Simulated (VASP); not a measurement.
# Pt (Immm) in VASP: single point with r2SCAN

Aim: the single point of Pt with r2SCAN.

Everything below comes from runs of VASP 6.6.1. Logs are shortened: lines on timing, memory, paths and dates and some standing lists are left out, and cuts for length are marked.

## 1. The cell of the first run

The structure is orthorhombic, space group Immm (No. 71). Conventional cell: a = 2.712 Å, b = 3.374 Å, c = 3.386 Å, α = 90.00°, β = 90.00°, γ = 90.00°. Pt (site symmetry mmm) has 14 Pt at 2.71 to 3.39 Å within 3.6 Å.

## 2. Single point, r2SCAN

File POSCAR:

```
Pt
1.0
   -1.3552755567      1.6860590646      1.6942178240
    1.3587897730     -1.6860914717      1.6913150394
    1.3534291357      1.6876129491     -1.6941824630
Pt
1
Direct
    0.0000000000      0.0000000000      0.0000000000
```

File INCAR.step1:

```
SYSTEM = Pt
ALGO = Normal ; EDIFF = 1E-5
ENCUT = 550 ; GGA = PE
GGA_COMPAT = .FALSE. ; ISMEAR = 0
LASPH = .TRUE. ; LCHARG = .FALSE.
LREAL = .FALSE. ; LWAVE = .TRUE.
NBANDS = 11 ; NELM = 120
PREC = Accurate ; SIGMA = 0.15
```

File INCAR.step2:

```
SYSTEM = Pt
ALGO = Normal ; EDIFF = 1E-6
ENCUT = 550 ; GGA_COMPAT = .FALSE.
ISIF = 2 ; ISMEAR = 0
ISTART = 1 ; LASPH = .TRUE.
LCHARG = .FALSE. ; LMIXTAU = .TRUE.
LREAL = .FALSE. ; LWAVE = .FALSE.
METAGGA = R2SCAN ; NBANDS = 11
NELM = 120 ; PREC = Accurate
SIGMA = 0.15
```

File KPOINTS:

```
k-points
0
G
  16 16 16
  0 0 0
```

Potentials or basis: VASP PAW PBE potentials, release 64 (Pt).

On the command line:

```
$ cat potpaw_PBE.64/Pt/POTCAR > POTCAR
$ cp INCAR.step1 INCAR
$ mpirun -np 1 vasp_std > vasp.out
$ cp INCAR.step2 INCAR
$ mpirun -np 1 vasp_std > vasp.out
```

OUTCAR:

```text
SYSTEM = Pt
   EDIFF = 1E-6
   ENCUT = 550
   ISIF = 2
   ISMEAR = 0
   ISTART = 1
   LASPH = .TRUE.
   LREAL = .FALSE.
   METAGGA = R2SCAN
   NELM = 120
   PREC = Accurate

 ion  position               nearest neighbor table
   1  0.000  0.000  0.000-

  LATTYP: Found a base centered monoclinic cell.
 ALAT       =     4.3379297022
 B/A-ratio  =     0.7777148895
 C/A-ratio  =     0.7804494125
 COS(beta)  =    -0.7804373956

  Lattice vectors:

 A1 = (   1.3569433520,   1.6875805420,   1.6913504004)
 A2 = (   1.3587897730,  -1.6860914717,   1.6913150394)
 A3 = (  -0.0035142163,   0.0000324071,  -3.3855328634)

Analysis of symmetry for initial positions (statically):
=====================================================================
 Subroutine PRICEL returns:
 Original cell was already a primitive cell.

 Routine SETGRP: Setting up the symmetry group for a
 base centered monoclinic supercell.

 Subroutine GETGRP returns: Found  4 space group operations
 (whereof  4 operations were pure point group operations)
 out of a pool of  4 trial point group operations.

The static configuration has the point symmetry C_2h.

Analysis of symmetry for dynamics (positions and initial velocities):
=====================================================================
 Subroutine PRICEL returns:
 Original cell was already a primitive cell.

 Routine SETGRP: Setting up the symmetry group for a
 base centered monoclinic supercell.

 Subroutine GETGRP returns: Found  4 space group operations
 (whereof  4 operations were pure point group operations)
 out of a pool of  4 trial point group operations.

The dynamic configuration has the point symmetry C_2h.

 Subroutine INISYM returns: Found  4 space group operations
 (whereof  4 operations are pure point group operations),
 and found     1 'primitive' translations

----------------------------------------------------------------------------------------

                                     Primitive cell

  volume of cell :      15.4891

  direct lattice vectors                    reciprocal lattice vectors
    -1.355275557  1.686059065  1.694217824     0.000146002  0.296409912  0.295377163
     1.358789773 -1.686091472  1.691315039     0.369013563  0.000198870  0.294991440
     1.353429136  1.687612949 -1.694182463     0.368535009  0.296614632 -0.000379704

  length of vectors
     2.747715604  2.747682780  2.747737635     0.418457316  0.472430946  0.473073395

  position of ions in fractional coordinates (direct lattice)
     0.000000000  0.000000000  0.000000000

  ion indices of the primitive-cell ions
   primitive index   ion index
                 1           1

----------------------------------------------------------------------------------------

 KPOINTS: k-points

Automatic generation of k-mesh.
 Grid dimensions read from file:
 generate k-points for:   16   16   16

 Generating k-lattice:

  Cartesian coordinates                     Fractional coordinates (reciprocal lattice)
     0.000009125  0.018525620  0.018461073     0.062500000  0.000000000  0.000000000
     0.023063348  0.000012429  0.018436965     0.000000000  0.062500000 -0.000000000
     0.023033438  0.018538415 -0.000023731     0.000000000 -0.000000000  0.062500000

  Length of vectors
     0.026153582  0.029526934  0.029567087

  Shift w.r.t. Gamma in fractional coordinates (k-lattice)
     0.000000000  0.000000000  0.000000000

 Subroutine IBZKPT returns following result:
 ===========================================

 Found   1098 irreducible k-points:

 Following reciprocal coordinates:
            Coordinates               Weight
  0.000000  0.000000  0.000000      1.000000
  0.062500 -0.000000  0.000000      4.000000
  0.125000 -0.000000  0.000000      4.000000
  0.187500  0.000000  0.000000      4.000000
  0.250000 -0.000000  0.000000      4.000000
  0.312500  0.000000 -0.000000      4.000000
[... 16 lines left out ...]
 -0.187500  0.062500  0.000000      4.000000
 -0.125000  0.062500 -0.000000      4.000000
 [... further k-points ...]
   k-points           NKPTS =   1098   k-points in BZ     NKDIM =   1098   number of bands    NBANDS=     11
   number of dos      NEDOS =    301   number of ions     NIONS =      1
   total plane-waves  NPLWV =  13824
   dimension x,y,z NGX =    24 NGY =   24 NGZ =   24
   dimension x,y,z NGXF=    48 NGYF=   48 NGZF=   48
   ions per type =               1
   NGX,Y,Z   is equivalent  to a cutoff of  14.52, 14.52, 14.52 a.u.
   NGXF,Y,Z  is equivalent  to a cutoff of  29.04, 29.04, 29.04 a.u.
 SYSTEM =  Pt
   PREC   = accura    normal or accurate (medium, high low for compatibility)
   ISTART =      1    job   : 0-new  1-cont  2-samecut
   ICHARG =      0    charge: 1-file 2-atom 10-const
   ISPIN  =      1    spin polarized calculation?
   LNONCOLLINEAR =      F non collinear calculations
   LSORBIT =      F    spin-orbit coupling
   LASPH  =      T    aspherical Exc in radial PAW
   ENCUT  =  550.0 eV  40.42 Ry    6.36 a.u.   5.25  5.25  5.25*2*pi/ulx,y,z
   NELM   =    120;   NELMIN=  2; NELMDL=  0     # of ELM steps
   EDIFF  = 0.1E-05   stopping-criterion for ELM
   LREAL  =      F    real-space projection
   EDIFFG = 0.1E-04   stopping-criterion for IOM
   NSW    =      0    number of steps for IOM
   IBRION =     -1    ionic relax: 0-MD 1-quasi-New 2-CG
   NFREE  =      0    steps in history (QN), initial steepest desc. (CG)
   ISIF   =      2    stress and relaxation
   ISYM   =      2    0-nonsym 1-usesym 2-fastsym
   POTIM  = 0.5000    time-step for ionic-motion
   TEBEG  =    0.0;   TEEND  =   0.0 temperature during run
   PSTRESS=    0.0 pullay stress
   NELECT =      10.0000    total number of electrons
   NUPDOWN=      -1.0000    fix difference up-down
   EMIN   =  10.00;   EMAX   =-10.00  energy-range for DOS
   EFERMI =   0.00;   METHOD = LEGACY
   ISMEAR =     0;   SIGMA  =   0.15  broadening in eV -4-tet -1-fermi 0-gaus
   EFERMI_NEDOS =   21; number of points for ismear=-14 and -15
   IALGO  =     38    algorithm
   IMIX   =      4    mixing-type and parameters
     AMIX     =   0.40;   BMIX     =  1.00
     AMIX_MAG =   1.60;   BMIX_MAG =  1.00
  volume/ion in A,a.u.               =      15.49       104.53
  Fermi-wavevector in a.u.,A,eV,Ry     =   1.414924  2.673818 27.238995  2.002010
  Thomas-Fermi vector in A             =   2.536416
   LORBIT       =      0    0 simple, 1 ext, 2 COOP (PROOUT), +10 PAW based schemes
   METAGGA = R2SCAN    functional components
   LHFCALC =     F    Hartree Fock is set to
   AEXX    =    0.0000 exact exchange contribution
   IVDW    =     0    specifies the selected vdW correction
   LEPSILON=     F    determine dielectric tensor
   LRPA    =     F    only Hartree local field effects (RPA)
 non-spin polarized calculation
 Gauss-broadening in eV      SIGMA  =   0.15
  energy-cutoff  :      550.00
  volume of cell :       15.49
 maximum number of plane-waves:       465
 NGX is ok and might be reduce to    24
   NGX = 11   NGY = 11   NGZ = 11

 number of electron       9.9999985 magnetization

 Free energy of the ion-electron system (eV)
  ---------------------------------------------------
  ext. energy  EPLUGINS =         0.00000000
  ---------------------------------------------------
  free energy    TOTEN  =       -51.50439885 eV

  energy without entropy =      -51.49076629  energy(sigma->0) =      -51.49758257

 E-fermi :  10.4801     XC(G=0): -14.4114

 val. band max:       10.4733183746   @ k =   0.5000  -0.3750   0.3125
 cond. band min:      10.4855528788   @ k =   0.5000  -0.2500   0.3125
 fundamental gap:      0.0122345043
 Fermi energy:        10.4801106715

 k-point     1 :       0.0000    0.0000    0.0000
  band No.  band energies     occupation
      1       0.3373      2.00000
      2       5.4658      2.00000
      3       7.1779      2.00000
      4       7.6198      2.00000
      5       7.6411      2.00000
      6       9.9844      2.00000
      7      26.8667      0.00000
      8      26.9121      0.00000
      9      32.4686      0.00000
     10      36.6432      0.00000
     11      36.7967      0.00000

 k-point     2 :       0.0625   -0.0000    0.0000
  band No.  band energies     occupation
      1       0.4788      2.00000
      2       5.5057      2.00000
      3       7.1225      2.00000
      4       7.5960      2.00000
      5       7.7367      2.00000
      6       9.9301      2.00000
      7      26.8258      0.00000
      8      27.0383      0.00000
      9      32.6569      0.00000
     10      35.1272      0.00000
     11      35.6625      0.00000

 k-point     3 :       0.1250   -0.0000    0.0000
  band No.  band energies     occupation
      1       0.8832      2.00000
      2       5.6252      2.00000
      3       6.9887      2.00000
      4       7.5019      2.00000
      5       8.0446      2.00000
      6       9.7799      2.00000
      7      26.3432      0.00000
      8      27.4018      0.00000
      9      33.2096      0.00000
     10      33.8712      0.00000
     11      34.2968      0.00000

 k-point     4 :       0.1875    0.0000    0.0000
  band No.  band energies     occupation
      1       1.4808      2.00000
      2       5.8336      2.00000
      3       6.8615      2.00000
      4       7.3636      2.00000
      5       8.5307      2.00000
      6       9.5665      2.00000
      7      24.9797      0.00000
      8      27.7331      0.00000
      9      33.5389      0.00000
     10      33.9700      0.00000
     11      34.0898      0.00000
[... 239 lines left out ...]
 k-point    22 :      -0.2500    0.0625    0.0000
  band No.  band energies     occupation
      1       1.9648      2.00000
      2       5.9113      2.00000
      3       6.8695      2.00000
      4       7.2503      2.00000
      5       8.9135      2.00000
      6       9.4391      2.00000
      7      24.1247      0.00000
      8      28.0264      0.00000
      9      31.9778      0.00000
     10      34.2137      0.00000
     11      35.4978      0.00000

 k-point    23 :      -0.1875    0.0625    0.0000
  band No.  band energies     occupation
      1       1.3169      2.00000
      2       5.7047      2.00000
      3       6.9553      2.00000
      4       7.3977      2.00000
      5       8.3006      2.00000
      6       9.6474      2.00000
      7      25.9455      0.00000
      8      27.8478      0.00000
      9      31.8464      0.00000
     10      33.7297      0.00000
     11      35.2419      0.00000

 k-point    24 :      -0.1250    0.0625   -0.0000
  band No.  band energies     occupation
      1       0.8048      2.00000
      2       5.5860      2.00000
      3       7.1055      2.00000
      4       7.5197      2.00000
      5       7.8485      2.00000
      6       9.8119      2.00000
      7      26.9093      0.00000
      8      27.4399      0.00000
      9      32.0297      0.00000
     10      34.1109      0.00000
     11      35.6319      0.00000

 [... further k-points ...]
[... 5 lines left out ...]
  --------------------------------------------------------------------------------------
  -------------------------------------------------------------------------------------
  Total        0.0703923      0.0646785      0.0562609      0.0000041      0.0000002      0.0002474
  in kB        7.2813312      6.6902991      5.8195827      0.0004227      0.0000257      0.0255946
  external PRESSURE =       6.5970710 kB  Pullay stress =       0.0000000 kB

 VOLUME and BASIS-vectors are now :
 -----------------------------------------------------------------------------
  energy-cutoff  :      550.00
  volume of cell :       15.49
      direct lattice vectors                 reciprocal lattice vectors
    -1.355275557  1.686059065  1.694217824     0.000146002  0.296409912  0.295377163
     1.358789773 -1.686091472  1.691315039     0.369013563  0.000198870  0.294991440
     1.353429136  1.687612949 -1.694182463     0.368535009  0.296614632 -0.000379704

 POSITION                                       TOTAL-FORCE (eV/Angst)
 -----------------------------------------------------------------------------------
      0.00000      0.00000      0.00000         0.000000      0.000000      0.000000
 -----------------------------------------------------------------------------------
    total drift:                               -0.000000      0.000000      0.000000

  FREE ENERGIE OF THE ION-ELECTRON SYSTEM (eV)
  ---------------------------------------------------
  free  energy   TOTEN  =       -51.5043988531 eV

  energy  without entropy=      -51.4907662913  energy(sigma->0) =      -51.49758257
```

Run time: 4 min. Hardware: 1 thread of Intel Xeon 6975P-C (Granite Rapids), shared host; peak memory 0.32 GiB.

Results:

- Free energy: -51.5044 eV
- Pressure: 0.7 GPa
- Band gap on the k mesh: zero (band 5 reaches 11.31 eV, above the bottom of band 6 at 9.06 eV)

Stress tensor (GPa, compression positive):
```
0.73 0.00 0.00
0.00 0.67 0.00
0.00 0.00 0.58
```

Levels at points of the mesh, in eV from the Fermi level:
```
           k point  band 3  band 4  band 5  band 6  band 7  band 8
(0.00, 0.00, 0.00)   -3.30   -2.86   -2.84   -0.50   16.39   16.43
(0.50, 0.00, 0.00)   -3.41   -1.70   -0.62    0.61    5.31   15.94
(0.00, 0.50, 0.00)   -1.75    0.41    0.61    0.93    7.66   13.35
(0.50, 0.50, 0.00)   -1.71    0.42    0.62    0.95    7.69   13.32
(0.50, 0.00, 0.50)   -1.75    0.41    0.61    0.93    7.66   13.35
(0.50, 0.50, 0.50)    0.21    0.22    0.83    5.71    5.81   12.22
```

Caveat: the cell differs from its parent crystal (cell sheared at random, sigma 0.01, atoms nudged by 0.01 Å, then relaxed in part); the PAW data sets were made with another functional, which shifts forces and pressure a little; spin-orbit coupling is left out, which moves the levels of the heavy elements.
